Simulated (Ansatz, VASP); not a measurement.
One calculation of SiC, two programs

The input INCAR:

```
PREC = Accurate ; ENCUT = 520
EDIFF = 1E-7 ; ISMEAR = -1
SIGMA = 0.15 ; LREAL = F
LASPH = T ; NELM = 100
ALGO = Normal ; ISIF = 2
LWAVE = F ; LCHARG = T
GGA = PS ; LELF = T
LVHAR = T ; NBANDS = 11
```

Contents of KPOINTS:

```
Automatic mesh
0
Gamma
  16 16 16
```

The input POSCAR:

```
SiC
1.0
    2.6391000000      0.0000000000      0.0000000000
    0.0000000000      2.6391000000      0.0000000000
    0.0000000000      0.0000000000      2.6391000000
Si C
1 1
Direct
    0.0000000000      0.0000000000      0.0000000000
    0.5000000000      0.5000000000      0.5000000000
```

Input for Ansatz:

```yaml
crystal:
  lattice:
    - [2.6391, 0.0, 0.0]
    - [0.0, 2.6391, 0.0]
    - [0.0, 0.0, 2.6391]
  atoms:
    - { symbol: Si, position: [0.0, 0.0, 0.0] }
    - { symbol: C, position: [0.5, 0.5, 0.5] }
basis:
  ecutwfc: 420
kpoints:
  mp_grid: { grid: [16, 16, 16] }
hamiltonian:
  xc: pbesol
scf:
  occupations: { method: fermi_dirac, width: 0.15 }
output:
  forces: true
  stress: true
  eigenvalues: true
```

Alike in both runs: task single point; functional PBEsol; k mesh 16 × 16 × 16; occupations fermi-dirac, width 0.15 eV; no spin polarisation.

```csv
,VASP,Ansatz
version,VASP 6.6.1,Ansatz 0.2.0
potentials or method,"VASP PAW PBE potentials, release 64 (Si, C), cutoff 520 eV","scalar-relativistic, plane waves, PAW"
valence electrons in the cell,8,8
```

```csv
,VASP,Ansatz,Ansatz less VASP
gap on the k mesh at the Fermi level (eV),none,none,-
pressure (GPa),-3.3,-3.6,-0.33
```

VASP's potentials were made for PBE, not for PBEsol. A gap of «none» marks a metal or a gap that the smearing closes.
